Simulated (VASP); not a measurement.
# PbSe (Fm-3m) in VASP: a series of runs

The runs below take PbSe through single point, relaxation of cell and atoms, with PBE.

Everything below comes from runs of VASP 6.6.1. Logs are shortened: lines on timing, memory, paths and dates and some standing lists are left out, and cuts for length are marked.

### Step 1. The cell of the first run

It takes space group Fm-3m (No. 225, cubic). The conventional cell has a = 5.713 Å, b = 5.713 Å, c = 5.713 Å, α = 90.00°, β = 90.00°, γ = 90.00°. Within 3.8 Å of Pb (site symmetry m-3m) lie 6 Se at 2.86 Å. Within 3.8 Å of Se (site symmetry m-3m) lie 6 Pb at 2.86 Å.

### Step 2. Single point, PBE

Input file INCAR:

```
SYSTEM = PbSe
PREC     = Accurate       ! precision mode
ENCUT    = 500            ! plane-wave cutoff, eV
EDIFF    = 1E-6           ! SCF threshold, eV
ISMEAR   = -1             ! smearing method
SIGMA    = 0.02           ! smearing width, eV
LREAL    = .False.        ! projectors in reciprocal space
LASPH    = .True.         ! aspherical terms in the spheres
NELM     = 120            ! most SCF steps
ALGO     = Normal         ! electronic algorithm
ISIF     = 2              ! what is computed and relaxed
LWAVE    = .False.        ! write WAVECAR
LCHARG   = .False.        ! write CHGCAR
GGA      = PE             ! functional
NBANDS   = 17             ! bands
GGA_COMPAT= .False.
```

Input file KPOINTS:

```
Automatic mesh
0
Gamma
  6 6 6
  0 0 0
```

Input file POSCAR:

```
PbSe
1.0
    0.0000000000      2.8564759415      2.8564759415
    2.8564759415      0.0000000000      2.8564759415
    2.8564759415      2.8564759415      0.0000000000
Pb Se
1 1
Direct
    0.0000000000      0.0000000000      0.0000000000
    0.5000000000      0.5000000000      0.5000000000
```

Potentials or basis: VASP PAW PBE potentials, release 64 (Pb_d, Se).

Run with:

```bash
cat potpaw_PBE.64/Pb_d/POTCAR potpaw_PBE.64/Se/POTCAR > POTCAR
mpirun -np 1 vasp_std > vasp.out
```

OUTCAR:

```text
SYSTEM = PbSe
   PREC = Accurate
   ENCUT = 500
   EDIFF = 1E-6
   ISMEAR = -1
   LREAL = .False.
   LASPH = .True.
   NELM = 120
   ISIF = 2
   GGA = PE

 ion  position               nearest neighbor table
   1  0.000  0.000  0.000-   2 2.86   2 2.86   2 2.86   2 2.86   2 2.86   2 2.86
   2  0.500  0.500  0.500-   1 2.86   1 2.86   1 2.86   1 2.86   1 2.86   1 2.86

  LATTYP: Found a face centered cubic cell.
 ALAT       =     5.7129518830

  Lattice vectors:

 A1 = (   0.0000000000,   2.8564759415,   2.8564759415)
 A2 = (   2.8564759415,   0.0000000000,   2.8564759415)
 A3 = (   2.8564759415,   2.8564759415,   0.0000000000)

Analysis of symmetry for initial positions (statically):
=====================================================================
 Subroutine PRICEL returns:
 Original cell was already a primitive cell.

 Routine SETGRP: Setting up the symmetry group for a
 face centered cubic supercell.

 Subroutine GETGRP returns: Found 48 space group operations
 (whereof 48 operations were pure point group operations)
 out of a pool of 48 trial point group operations.

The static configuration has the point symmetry O_h .

Analysis of symmetry for dynamics (positions and initial velocities):
=====================================================================
 Subroutine PRICEL returns:
 Original cell was already a primitive cell.

 Routine SETGRP: Setting up the symmetry group for a
 face centered cubic supercell.

 Subroutine GETGRP returns: Found 48 space group operations
 (whereof 48 operations were pure point group operations)
 out of a pool of 48 trial point group operations.

The dynamic configuration has the point symmetry O_h .

 Subroutine INISYM returns: Found 48 space group operations
 (whereof 48 operations are pure point group operations),
 and found     1 'primitive' translations

----------------------------------------------------------------------------------------

                                     Primitive cell

  volume of cell :      46.6146

  direct lattice vectors                    reciprocal lattice vectors
     0.000000000  2.856475941  2.856475941    -0.175040858  0.175040858  0.175040858
     2.856475941  0.000000000  2.856475941     0.175040858 -0.175040858  0.175040858
     2.856475941  2.856475941  0.000000000     0.175040858  0.175040858 -0.175040858

  length of vectors
     4.039667017  4.039667017  4.039667017     0.303179660  0.303179660  0.303179660

  position of ions in fractional coordinates (direct lattice)
     0.000000000  0.000000000  0.000000000
     0.500000000  0.500000000  0.500000000

  ion indices of the primitive-cell ions
   primitive index   ion index
                 1           1
                 2           2

----------------------------------------------------------------------------------------

 KPOINTS: Automatic mesh

Automatic generation of k-mesh.
 Grid dimensions read from file:
 generate k-points for:    6    6    6

 Generating k-lattice:

  Cartesian coordinates                     Fractional coordinates (reciprocal lattice)
    -0.029173476  0.029173476  0.029173476     0.166666667  0.000000000  0.000000000
     0.029173476 -0.029173476  0.029173476     0.000000000  0.166666667  0.000000000
     0.029173476  0.029173476 -0.029173476     0.000000000  0.000000000  0.166666667

  Length of vectors
     0.050529943  0.050529943  0.050529943

  Shift w.r.t. Gamma in fractional coordinates (k-lattice)
     0.000000000  0.000000000  0.000000000

 Subroutine IBZKPT returns following result:
 ===========================================

 Found     16 irreducible k-points:

 Following reciprocal coordinates:
            Coordinates               Weight
  0.000000  0.000000  0.000000      1.000000
  0.166667  0.000000  0.000000      8.000000
  0.333333  0.000000  0.000000      8.000000
  0.500000  0.000000  0.000000      4.000000
  0.166667  0.166667  0.000000      6.000000
  0.333333  0.166667  0.000000     24.000000
[... 8 lines left out ...]
 -0.333333  0.333333  0.166667     24.000000
 -0.333333  0.500000  0.166667     12.000000
   k-points           NKPTS =     16   k-points in BZ     NKDIM =     16   number of bands    NBANDS=     17
   number of dos      NEDOS =    301   number of ions     NIONS =      2
   total plane-waves  NPLWV =  27000
   dimension x,y,z NGX =    30 NGY =   30 NGZ =   30
   dimension x,y,z NGXF=    60 NGYF=   60 NGZF=   60
   ions per type =               1   1
   NGX,Y,Z   is equivalent  to a cutoff of  12.35, 12.35, 12.35 a.u.
   NGXF,Y,Z  is equivalent  to a cutoff of  24.69, 24.69, 24.69 a.u.
 SYSTEM =  PbSe
   PREC   = accura    normal or accurate (medium, high low for compatibility)
   ISTART =      0    job   : 0-new  1-cont  2-samecut
   ICHARG =      2    charge: 1-file 2-atom 10-const
   ISPIN  =      1    spin polarized calculation?
   LNONCOLLINEAR =      F non collinear calculations
   LSORBIT =      F    spin-orbit coupling
   LASPH  =      T    aspherical Exc in radial PAW
   ENCUT  =  500.0 eV  36.75 Ry    6.06 a.u.   7.37  7.37  7.37*2*pi/ulx,y,z
   NELM   =    120;   NELMIN=  2; NELMDL= -5     # of ELM steps
   EDIFF  = 0.1E-05   stopping-criterion for ELM
   LREAL  =      F    real-space projection
   EDIFFG = 0.1E-04   stopping-criterion for IOM
   NSW    =      0    number of steps for IOM
   IBRION =     -1    ionic relax: 0-MD 1-quasi-New 2-CG
   NFREE  =      0    steps in history (QN), initial steepest desc. (CG)
   ISIF   =      2    stress and relaxation
   ISYM   =      2    0-nonsym 1-usesym 2-fastsym
   POTIM  = 0.5000    time-step for ionic-motion
   TEBEG  =    0.0;   TEEND  =   0.0 temperature during run
   PSTRESS=    0.0 pullay stress
   NELECT =      20.0000    total number of electrons
   NUPDOWN=      -1.0000    fix difference up-down
   EMIN   =  10.00;   EMAX   =-10.00  energy-range for DOS
   EFERMI =   0.00;   METHOD = LEGACY
   ISMEAR =    -1;   SIGMA  =   0.02  broadening in eV -4-tet -1-fermi 0-gaus
   EFERMI_NEDOS =   21; number of points for ismear=-14 and -15
   IALGO  =     38    algorithm
   IMIX   =      4    mixing-type and parameters
     AMIX     =   0.40;   BMIX     =  1.00
     AMIX_MAG =   1.60;   BMIX_MAG =  1.00
  volume/ion in A,a.u.               =      23.31       157.29
  Fermi-wavevector in a.u.,A,eV,Ry     =   1.234746  2.333331 20.743408  1.524597
  Thomas-Fermi vector in A             =   2.369424
   LORBIT       =      0    0 simple, 1 ext, 2 COOP (PROOUT), +10 PAW based schemes
   GGA     = PE    functional components
   LHFCALC =     F    Hartree Fock is set to
   AEXX    =    0.0000 exact exchange contribution
   IVDW    =     0    specifies the selected vdW correction
   LEPSILON=     F    determine dielectric tensor
   LRPA    =     F    only Hartree local field effects (RPA)
 non-spin polarized calculation
  energy-cutoff  :      500.00
  volume of cell :       46.61
 maximum number of plane-waves:      1243
 NGX is ok and might be reduce to    30
   NGX = 15   NGY = 15   NGZ = 15

 number of electron      20.0000004 magnetization

 Free energy of the ion-electron system (eV)
  ---------------------------------------------------
  ext. energy  EPLUGINS =         0.00000000
  ---------------------------------------------------
  free energy    TOTEN  =        -7.52974131 eV

  energy without entropy =       -7.52974131  energy(sigma->0) =       -7.52974131

 E-fermi :   7.9168     XC(G=0): -10.5347

 val. band max:        7.6091282754   @ k =   0.5000   0.0000   0.0000
 cond. band min:       8.2245427239   @ k =   0.5000   0.0000   0.0000
 fundamental gap:      0.6154144484
 Fermi energy:         7.9167988422

 k-point     1 :       0.0000    0.0000    0.0000
  band No.  band energies     occupation
      1      -9.4445      2.00000
      2      -9.4445      2.00000
      3      -9.4336      2.00000
      4      -9.4336      2.00000
      5      -9.4336      2.00000
      6      -7.7109      2.00000
[... 9 lines left out ...]
     16      13.9177      0.00000
     17      15.2760      0.00000

 k-point     2 :       0.1667    0.0000    0.0000
  band No.  band energies     occupation
      1      -9.4590      2.00000
      2      -9.4590      2.00000
      3      -9.4335      2.00000
      4      -9.4168      2.00000
      5      -9.4168      2.00000
      6      -7.4189      2.00000
[... 9 lines left out ...]
     16      14.6201      0.00000
     17      17.7153      0.00000

 k-point     3 :       0.3333    0.0000    0.0000
  band No.  band energies     occupation
      1      -9.4905      2.00000
      2      -9.4905      2.00000
      3      -9.4359      2.00000
      4      -9.3804      2.00000
      5      -9.3804      2.00000
      6      -6.6531      2.00000
[... 9 lines left out ...]
     16      16.2184      0.00000
     17      20.8701      0.00000

 k-point     4 :       0.5000    0.0000    0.0000
  band No.  band energies     occupation
      1      -9.5062      2.00000
      2      -9.5062      2.00000
      3      -9.4378      2.00000
      4      -9.3620      2.00000
      5      -9.3620      2.00000
      6      -6.0773      2.00000
[... 9 lines left out ...]
     16      17.8577      0.00000
     17      18.6211      0.00000

 k-point     5 :       0.1667    0.1667    0.0000
  band No.  band energies     occupation
      1      -9.5036      2.00000
      2      -9.4446      2.00000
      3      -9.4341      2.00000
      4      -9.4104      2.00000
      5      -9.4104      2.00000
      6      -7.2962      2.00000
[... 9 lines left out ...]
     16      16.0723      0.00000
     17      17.3270      0.00000

 k-point     6 :       0.3333    0.1667    0.0000
  band No.  band energies     occupation
      1      -9.5664      2.00000
      2      -9.4495      2.00000
      3      -9.4442      2.00000
      4      -9.3911      2.00000
      5      -9.3751      2.00000
      6      -6.6377      2.00000
[... 9 lines left out ...]
     16      17.3266      0.00000
     17      19.6677      0.00000

 k-point     7 :       0.5000    0.1667    0.0000
  band No.  band energies     occupation
      1      -9.5838      2.00000
      2      -9.4788      2.00000
      3      -9.4296      2.00000
      4      -9.3822      2.00000
      5      -9.3573      2.00000
      6      -5.8888      2.00000
[... 9 lines left out ...]
     16      18.1400      0.00000
     17      18.8899      0.00000

 k-point     8 :      -0.3333    0.1667    0.0000
  band No.  band energies     occupation
      1      -9.5464      2.00000
      2      -9.4917      2.00000
      3      -9.4232      2.00000
      4      -9.3833      2.00000
      5      -9.3759      2.00000
      6      -6.1131      2.00000
[... 9 lines left out ...]
     16      17.8602      0.00000
     17      19.4552      0.00000
[... 43 lines left out ...]
      1      -9.7413      2.00000
      2      -9.4588      2.00000
      3      -9.4260      2.00000
      4      -9.3550      2.00000
      5      -9.3444      2.00000
      6      -5.4760      2.00000
[... 9 lines left out ...]
     16      19.3977      0.00000
     17      20.2493      0.00000

 k-point    12 :      -0.3333    0.3333    0.0000
  band No.  band energies     occupation
      1      -9.6683      2.00000
      2      -9.4605      2.00000
      3      -9.4235      2.00000
      4      -9.3825      2.00000
      5      -9.3571      2.00000
      6      -5.4556      2.00000
[... 9 lines left out ...]
     16      18.1536      0.00000
     17      20.0224      0.00000

 k-point    13 :       0.5000    0.5000    0.0000
  band No.  band energies     occupation
      1      -9.8152      2.00000
      2      -9.4776      2.00000
      3      -9.4027      2.00000
      4      -9.3341      2.00000
      5      -9.3341      2.00000
      6      -5.2381      2.00000
[... 9 lines left out ...]
     16      20.6867      0.00000
     17      20.6868      0.00000

 k-point    14 :       0.5000    0.3333    0.1667
  band No.  band energies     occupation
      1      -9.6407      2.00000
      2      -9.4554      2.00000
      3      -9.4380      2.00000
      4      -9.3767      2.00000
      5      -9.3617      2.00000
      6      -5.9212      2.00000
[... 9 lines left out ...]
     16      18.3182      0.00000
     17      18.9565      0.00000

 k-point    15 :      -0.3333    0.3333    0.1667
  band No.  band energies     occupation
      1      -9.6668      2.00000
      2      -9.4656      2.00000
      3      -9.4113      2.00000
      4      -9.4013      2.00000
      5      -9.3470      2.00000
      6      -5.4541      2.00000
[... 9 lines left out ...]
     16      19.4081      0.00000
     17      19.6649      0.00000

 k-point    16 :      -0.3333    0.5000    0.1667
  band No.  band energies     occupation
      1      -9.7455      2.00000
      2      -9.4446      2.00000
      3      -9.4370      2.00000
      4      -9.3729      2.00000
      5      -9.3341      2.00000
      6      -5.2286      2.00000
[... 9 lines left out ...]
     16      20.4484      0.00000
     17      20.6593      0.00000

------------------------ aborting loop because EDIFF is reached ----------------------------------------

  FORCE on cell =-STRESS in cart. coord.  units (eV):
  Direction    XX          YY          ZZ          XY          YZ          ZX
  --------------------------------------------------------------------------------------
  -------------------------------------------------------------------------------------
  Total        5.8226056      5.8226056      5.8226056      0.0000000      0.0000000     -0.0000000
  in kB      200.1272609    200.1272609    200.1272609      0.0000000      0.0000000     -0.0000000
  external PRESSURE =     200.1272609 kB  Pullay stress =       0.0000000 kB

 VOLUME and BASIS-vectors are now :
 -----------------------------------------------------------------------------
  energy-cutoff  :      500.00
  volume of cell :       46.61
      direct lattice vectors                 reciprocal lattice vectors
     0.000000000  2.856475941  2.856475941    -0.175040858  0.175040858  0.175040858
     2.856475941  0.000000000  2.856475941     0.175040858 -0.175040858  0.175040858
     2.856475941  2.856475941  0.000000000     0.175040858  0.175040858 -0.175040858

 POSITION                                       TOTAL-FORCE (eV/Angst)
 -----------------------------------------------------------------------------------
      0.00000      0.00000      0.00000        -0.000000      0.000000      0.000000
      2.85648      2.85648      2.85648         0.000000     -0.000000     -0.000000
 -----------------------------------------------------------------------------------
    total drift:                               -0.000000      0.000000      0.000000

  FREE ENERGIE OF THE ION-ELECTRON SYSTEM (eV)
  ---------------------------------------------------
  free  energy   TOTEN  =        -7.5297413109 eV

  energy  without entropy=       -7.5297413058  energy(sigma->0) =       -7.52974131
```

Run time: 28 s. Hardware: 1 thread of Intel Xeon 8259CL, shared host; peak memory 0.17 GiB.

Results:

| Property | Result |
| --- | --- |
| Free energy | -7.5297 eV |
| Pressure | 20.0 GPa |
| Band gap on the k mesh | 0.62 eV |

Levels at points of the mesh, in eV from the valence-band top:
```
           k point  band 8  band 9  band 10  band 11  band 12  band 13
(0.00, 0.00, 0.00)   -2.62   -2.62    -2.62     5.47     5.47     5.47
(0.50, 0.00, 0.00)   -2.00   -2.00     0.00     0.62     1.45     1.45
(0.50, 0.50, 0.00)   -6.61   -4.38    -4.38     3.02     6.75     6.75
```

Caveat: the cell stands under pressure; spin-orbit coupling is left out, which moves the levels of the heavy elements. A k mesh can miss the band edges.

### Step 3. Relaxation of cell and atoms, PBE, target pressure 20 GPa, at which the enthalpy is minimised

This run uses another cell than the first one, of 28.67 Å³/atom.

Input file INCAR:

```
SYSTEM = PbSe
  ALGO = Normal
  EDIFF = 1E-7
  EDIFFG = -0.05
  ENCUT = 500
  GGA = PE
  GGA_COMPAT = .False.
  IBRION = 2
  ISIF = 3
  ISMEAR = -1
  LASPH = .True.
  LCHARG = .False.
  LREAL = .False.
  LWAVE = .False.
  NELM = 120
  NELMIN = 4
  NSW = 50
  PREC = Accurate
  PSTRESS = 200.0
  SIGMA = 0.02
```

Input file KPOINTS:

```
k-points
0
Gamma
  6 6 6
  0 0 0
```

Input file POSCAR:

```
PbSe
1.0
    0.0000000000      3.0606500000      3.0606500000
    3.0606500000      0.0000000000      3.0606500000
    3.0606500000      3.0606500000      0.0000000000
Pb Se
1 1
Direct
    0.0000000000      0.0000000000      0.0000000000
    0.5000000000      0.5000000000      0.5000000000
```

Potentials or basis: VASP PAW PBE potentials, release 64 (Pb_d, Se).

Run with:

```bash
cat potpaw_PBE.64/Pb_d/POTCAR potpaw_PBE.64/Se/POTCAR > POTCAR
mpirun -np 1 vasp_std > vasp.out
```

Run time: 97 s. Hardware: 1 thread of Intel Xeon 8259CL, shared host; peak memory 0.19 GiB.

The run converged. Its results:

```
Free energy                                                : -7.5342 eV
Relaxed volume                                             : 23.31 Å³/atom
Relaxed cell                                               : a = 4.040 Å, b = 4.040 Å, c = 4.040 Å, α = 60.00°, β = 60.00°, γ = 60.00°
Space group after relaxing (to 0.1 Å)                      : Fm-3m (No. 225)
Energy change on relaxing (the run minimises the enthalpy) : +323.6 meV/atom
Ionic steps                                                : 5
Pressure after relaxing                                    : 20.0 GPa
Band gap on the k mesh                                     : 0.61 eV
```

The path:
| step | energy change (eV) | largest force (eV/Å) | pressure (GPa) | volume (Å³) |
| --- | --- | --- | --- | --- |
| 1 | 0.0000 | 0.0000 | 2.37 | 57.34 |
| 2 | 3.9088 | 0.0000 | 82.59 | 34.95 |
| 3 | 0.5586 | 0.0000 | 18.07 | 47.37 |
| 4 | 0.6228 | 0.0000 | 19.48 | 46.82 |
| 5 | 0.6471 | 0.0000 | 20.00 | 46.63 |

Final structure:
```
CELL_PARAMETERS angstrom
0.00000 2.85670 2.85670
2.85670 0.00000 2.85670
2.85670 2.85670 0.00000
ATOMIC_POSITIONS crystal
Pb 0.00000 0.00000 0.00000
Se 0.50000 0.50000 0.50000
```

Levels at points of the mesh, in eV from the valence-band top:
```tsv
k point	band 7	band 8	band 9	band 10	band 11	band 12	band 13	band 14
(0.00, 0.00, 0.00)	-5.59	-2.62	-2.62	-2.62	5.46	5.46	5.46	6.31
(0.50, 0.00, 0.00)	-9.94	-2.00	-2.00	0.00	0.61	1.45	1.45	9.08
(0.50, 0.50, 0.00)	-7.52	-6.61	-4.38	-4.38	3.02	6.75	6.75	7.26
```

Caveat: the cell is relaxed towards a set pressure, so the run minimises the enthalpy, not the energy; the volume moved by over 15 % at a fixed basis, so the end points are rough; spin-orbit coupling is left out, which moves the levels of the heavy elements.
